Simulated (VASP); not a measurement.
# Na (P-1) in VASP: electric field gradients with PBE

Aim: the electric field gradients of Na with PBE.

Program: VASP 6.6.1. These are calculated values, not measurements. Logs are shortened: lines on timing, memory, paths and dates and some standing lists are left out, and cuts for length are marked.

## 1. The cell of the first run

The typed cell holds 2 atoms: a = 3.768 Å, b = 3.816 Å, c = 6.155 Å, α = 90.62°, β = 91.71°, γ = 121.27°.

## 2. Electric field gradients, PBE (equal xy, yz and zx shear strains of -3 %)

Contents of INCAR:

```
SYSTEM = Na
PREC     = Accurate       ! precision mode
ENCUT    = 520            ! plane-wave cutoff, eV
EDIFF    = 1E-8           ! SCF threshold, eV
ISMEAR   = -1             ! smearing method
SIGMA    = 0.05           ! smearing width, eV
LREAL    = .False.        ! projectors in reciprocal space
LASPH    = .True.         ! aspherical terms in the spheres
NELM     = 60             ! most SCF steps
ALGO     = Normal         ! electronic algorithm
ISIF     = 2              ! what is computed and relaxed
LWAVE    = .False.        ! write WAVECAR
LCHARG   = .False.        ! write CHGCAR
GGA      = PE             ! functional
LEFG     = .True.       
NBANDS   = 14             ! bands
```

Contents of KPOINTS:

```
Automatic mesh
0
Gamma
  13 13 7
  0 0 0
```

Contents of POSCAR:

```
Na
1.0
    3.7670009976     -0.0565050150     -0.0565050150
   -1.9324352772      3.2905710675     -0.0206822709
   -0.0923100000     -0.0923100000      6.1540000000
Na
2
Direct
    0.3333333333      0.6666666667      0.2500000000
    0.6666666667      0.3333333333      0.7500000000
```

Potentials or basis: VASP PAW PBE potentials, release 64 (Na_pv).

Started as:

```bash
> cat potpaw_PBE.64/Na_pv/POTCAR > POTCAR
> mpirun -np 1 vasp_std > vasp.out
```

OUTCAR:

```text
SYSTEM = Na
   PREC = Accurate
   ENCUT = 520
   EDIFF = 1E-8
   ISMEAR = -1
   LREAL = .False.
   LASPH = .True.
   NELM = 60
   ISIF = 2
   GGA = PE

 ion  position               nearest neighbor table
   1  0.333  0.667  0.250-
   2  0.667  0.333  0.750-

  LATTYP: Found a triclinic cell.
 ALAT       =     3.7189746559
 B/A-ratio  =     1.0131417463
 C/A-ratio  =     1.6551294547
 COS(alpha) =     0.0297616073
 COS(beta)  =     0.0411893908
 COS(gamma) =     0.4804578458

  Lattice vectors:

 A1 = (   1.8345657204,   3.2340660525,  -0.0771872859)
 A2 = (   3.7670009976,  -0.0565050150,  -0.0565050150)
 A3 = (   0.0923100000,   0.0923100000,  -6.1540000000)

Analysis of symmetry for initial positions (statically):
=====================================================================
 Subroutine PRICEL returns:
 Original cell was already a primitive cell.

 Routine SETGRP: Setting up the symmetry group for a
 triclinic supercell.

 Subroutine GETGRP returns: Found  2 space group operations
 (whereof  2 operations were pure point group operations)
 out of a pool of  2 trial point group operations.

The static configuration has the point symmetry S_2 .

Analysis of symmetry for dynamics (positions and initial velocities):
=====================================================================
 Subroutine PRICEL returns:
 Original cell was already a primitive cell.

 Routine SETGRP: Setting up the symmetry group for a
 triclinic supercell.

 Subroutine GETGRP returns: Found  2 space group operations
 (whereof  2 operations were pure point group operations)
 out of a pool of  2 trial point group operations.

The dynamic configuration has the point symmetry S_2 .

 Subroutine INISYM returns: Found  2 space group operations
 (whereof  2 operations are pure point group operations),
 and found     1 'primitive' translations

----------------------------------------------------------------------------------------

                                     Primitive cell

  volume of cell :      75.5759

  direct lattice vectors                    reciprocal lattice vectors
     3.767000998 -0.056505015 -0.056505015     0.267919551  0.157379714  0.006379489
    -1.932435277  3.290571068 -0.020682271     0.004670110  0.306670561  0.004670110
    -0.092310000 -0.092310000  6.154000000     0.002475688  0.002475688  0.162570208

  length of vectors
     3.767848477  3.816096410  6.155384494     0.310789250  0.306741671  0.162607905

  position of ions in fractional coordinates (direct lattice)
     0.333333333  0.666666667  0.250000000
     0.666666667  0.333333333  0.750000000

  ion indices of the primitive-cell ions
   primitive index   ion index
                 1           1
                 2           2

----------------------------------------------------------------------------------------

 KPOINTS: Automatic mesh

Automatic generation of k-mesh.
 Grid dimensions read from file:
 generate k-points for:   13   13    7

 Generating k-lattice:

  Cartesian coordinates                     Fractional coordinates (reciprocal lattice)
     0.020609196  0.012106132  0.000490730     0.076923077 -0.000000000  0.000000000
     0.000359239  0.023590043  0.000359239    -0.000000000  0.076923077  0.000000000
     0.000353670  0.000353670  0.023224315     0.000000000  0.000000000  0.142857143

  Length of vectors
     0.023906865  0.023595513  0.023229701

  Shift w.r.t. Gamma in fractional coordinates (k-lattice)
     0.000000000  0.000000000  0.000000000

 Subroutine IBZKPT returns following result:
 ===========================================

 Found    592 irreducible k-points:

 Following reciprocal coordinates:
            Coordinates               Weight
  0.000000  0.000000  0.000000      1.000000
  0.076923 -0.000000 -0.000000      2.000000
  0.153846  0.000000 -0.000000      2.000000
  0.230769 -0.000000  0.000000      2.000000
  0.307692  0.000000 -0.000000      2.000000
  0.384615  0.000000 -0.000000      2.000000
[... 16 lines left out ...]
  0.153846  0.153846  0.000000      2.000000
  0.230769  0.153846  0.000000      2.000000
 [... further k-points ...]
   k-points           NKPTS =    592   k-points in BZ     NKDIM =    592   number of bands    NBANDS=     14
   number of dos      NEDOS =    301   number of ions     NIONS =      2
   total plane-waves  NPLWV =  37632
   dimension x,y,z NGX =    28 NGY =   28 NGZ =   48
   dimension x,y,z NGXF=    56 NGYF=   56 NGZF=   96
   ions per type =               2
   NGX,Y,Z   is equivalent  to a cutoff of  12.35, 12.20, 12.96 a.u.
   NGXF,Y,Z  is equivalent  to a cutoff of  24.71, 24.40, 25.93 a.u.
 SYSTEM =  Na
   PREC   = accura    normal or accurate (medium, high low for compatibility)
   ISTART =      0    job   : 0-new  1-cont  2-samecut
   ICHARG =      2    charge: 1-file 2-atom 10-const
   ISPIN  =      1    spin polarized calculation?
   LNONCOLLINEAR =      F non collinear calculations
   LSORBIT =      F    spin-orbit coupling
   LASPH  =      T    aspherical Exc in radial PAW
   ENCUT  =  520.0 eV  38.22 Ry    6.18 a.u.   7.01  7.10 11.44*2*pi/ulx,y,z
   NELM   =     60;   NELMIN=  2; NELMDL= -5     # of ELM steps
   EDIFF  = 0.1E-07   stopping-criterion for ELM
   LREAL  =      F    real-space projection
   EDIFFG = 0.1E-06   stopping-criterion for IOM
   NSW    =      0    number of steps for IOM
   IBRION =     -1    ionic relax: 0-MD 1-quasi-New 2-CG
   NFREE  =      0    steps in history (QN), initial steepest desc. (CG)
   ISIF   =      2    stress and relaxation
   ISYM   =      2    0-nonsym 1-usesym 2-fastsym
   POTIM  = 0.5000    time-step for ionic-motion
   TEBEG  =    0.0;   TEEND  =   0.0 temperature during run
   PSTRESS=    0.0 pullay stress
   NELECT =      14.0000    total number of electrons
   NUPDOWN=      -1.0000    fix difference up-down
   EMIN   =  10.00;   EMAX   =-10.00  energy-range for DOS
   EFERMI =   0.00;   METHOD = LEGACY
   ISMEAR =    -1;   SIGMA  =   0.05  broadening in eV -4-tet -1-fermi 0-gaus
   EFERMI_NEDOS =   21; number of points for ismear=-14 and -15
   IALGO  =     38    algorithm
   IMIX   =      4    mixing-type and parameters
     AMIX     =   0.40;   BMIX     =  1.00
     AMIX_MAG =   1.60;   BMIX_MAG =  1.00
  volume/ion in A,a.u.               =      37.79       255.01
  Fermi-wavevector in a.u.,A,eV,Ry     =   0.933232  1.763553 11.849617  0.870922
  Thomas-Fermi vector in A             =   2.059912
   LORBIT       =      0    0 simple, 1 ext, 2 COOP (PROOUT), +10 PAW based schemes
   GGA     = PE    functional components
   LHFCALC =     F    Hartree Fock is set to
   AEXX    =    0.0000 exact exchange contribution
   IVDW    =     0    specifies the selected vdW correction
   LEPSILON=     F    determine dielectric tensor
   LRPA    =     F    only Hartree local field effects (RPA)
 non-spin polarized calculation
  energy-cutoff  :      520.00
  volume of cell :       75.58
 maximum number of plane-waves:      2054
   NGX = 13   NGY = 15   NGZ = 23

 number of electron      14.0000005 magnetization

 Free energy of the ion-electron system (eV)
  ---------------------------------------------------
  ext. energy  EPLUGINS =         0.00000000
  ---------------------------------------------------
  free energy    TOTEN  =        -2.62282245 eV

  energy without entropy =       -2.61405228  energy(sigma->0) =       -2.61843737

 E-fermi :   0.2745     XC(G=0):  -6.4518

 val. band max:        0.2742780445   @ k =   0.0769  -0.4615   0.4286
 cond. band min:       0.2786214479   @ k =  -0.3846   0.4615   0.4286
 fundamental gap:      0.0043434034
 Fermi energy:         0.2745118986

 k-point     1 :       0.0000    0.0000    0.0000
  band No.  band energies     occupation
      1     -24.6712      2.00000
      2     -24.6432      2.00000
      3     -24.6428      2.00000
      4     -24.6388      2.00000
      5     -24.6382      2.00000
      6     -24.6380      2.00000
      7      -2.9647      2.00000
      8       0.8286      0.00003
      9       1.2169      0.00000
     10       9.9093      0.00000
     11      10.2112      0.00000
     12      10.3849      0.00000
     13      10.5694      0.00000
     14      10.8672      0.00000
[... 377 lines left out ...]
      1     -24.6625      2.00000
      2     -24.6602      2.00000
      3     -24.6592      2.00000
      4     -24.6485      2.00000
      5     -24.6436      2.00000
      6     -24.6428      2.00000
      7      -1.2972      2.00000
      8       2.2590      0.00000
      9       2.7962      0.00000
     10       4.1742      0.00000
     11       5.0492      0.00000
     12       7.3650      0.00000
     13       8.1905      0.00000
     14       8.4596      0.00000

 [... further k-points ...]

------------------------ aborting loop because EDIFF is reached ----------------------------------------

  FORCE on cell =-STRESS in cart. coord.  units (eV):
  Direction    XX          YY          ZZ          XY          YZ          ZX
  --------------------------------------------------------------------------------------
  -------------------------------------------------------------------------------------
  Total       -0.0820293     -0.0810450     -0.0354056      0.0421596      0.0452820      0.0447408
  in kB       -1.7389872     -1.7181197     -0.7505841      0.8937651      0.9599586      0.9484863
  external PRESSURE =      -1.4025637 kB  Pullay stress =       0.0000000 kB

 VOLUME and BASIS-vectors are now :
 -----------------------------------------------------------------------------
  energy-cutoff  :      520.00
  volume of cell :       75.58
      direct lattice vectors                 reciprocal lattice vectors
     3.767000998 -0.056505015 -0.056505015     0.267919551  0.157379714  0.006379489
    -1.932435277  3.290571068 -0.020682271     0.004670110  0.306670561  0.004670110
    -0.092310000 -0.092310000  6.154000000     0.002475688  0.002475688  0.162570208

 POSITION                                       TOTAL-FORCE (eV/Angst)
 -----------------------------------------------------------------------------------
     -0.05570      2.15180      1.50588         0.012731      0.000314      0.001744
      1.79796      0.98995      4.57094        -0.012731     -0.000314     -0.001744
 -----------------------------------------------------------------------------------
    total drift:                                0.000000     -0.000000      0.000000

  FREE ENERGIE OF THE ION-ELECTRON SYSTEM (eV)
  ---------------------------------------------------
  free  energy   TOTEN  =        -2.6228224548 eV

  energy  without entropy=       -2.6140522754  energy(sigma->0) =       -2.61843737

 Electric field gradients (V/A^2)
---------------------------------------------------------------------
 ion       V_xx      V_yy      V_zz      V_xy      V_xz      V_yz
---------------------------------------------------------------------
   1       0.074     0.114    -0.188     0.197     0.060     0.056
   2       0.074     0.114    -0.188     0.197     0.060     0.056
---------------------------------------------------------------------

 Electric field gradients after diagonalization (V/A^2)
 (convention: |V_zz| > |V_xx| > |V_yy|)
----------------------------------------------------------------------
 ion       V_xx      V_yy      V_zz     asymmetry (V_yy - V_xx)/ V_zz
----------------------------------------------------------------------
   1      -0.202    -0.104     0.306       0.320
   2      -0.202    -0.104     0.306       0.320
----------------------------------------------------------------------

           NMR quadrupolar parameters

 Cq : quadrupolar parameter    Cq=e*Q*V_zz/h
 eta: asymmetry parameters     (V_yy - V_xx)/ V_zz
 Q  : nuclear electric quadrupole moment in mb (millibarn)
----------------------------------------------------------------------
 ion       Cq(MHz)       eta       Q (mb)
----------------------------------------------------------------------
   1       0.001       0.320       1.000
   2       0.001       0.320       1.000
----------------------------------------------------------------------
```

Run time: 13 min. Hardware: 1 thread of Intel Xeon 8259CL, shared host; peak memory 0.53 GiB.

Results:

| Quantity | Value |
| --- | --- |
| Free energy | -2.6228 eV |
| Pressure | -0.1 GPa |
| Largest force | 0.013 eV/Å |
| Band gap on the k mesh | zero (bands 7 and 8 overlap by 3.56 eV) |
| Largest electric field gradient by atom | Na +0.3 V/Å² |

Forces in eV/Å, atoms in the order of the input:
```
Na   0.013  0.000  0.002
Na  -0.013  0.000 -0.002
```

Levels at points of the mesh, in eV from the Fermi level:
```csv
k point,band 4,band 5,band 6,band 7,band 8,band 9,band 10,band 11
"(0.00, 0.00, 0.00)",-24.91,-24.91,-24.91,-3.24,0.55,0.94,9.63,9.94
```

Electric field gradients, principal values (V/Å²):
```csv
atom,least,middle,greatest (by size)
1 Na,-0.104,-0.202,0.306
2 Na,-0.104,-0.202,0.306
```

Caveat: the cell differs from its parent crystal (equal xy, yz and zx shear strains of -3 %); without QUAD_EFG the Cq values of the log hold for a quadrupole moment of 1 mb, not for the nuclei.
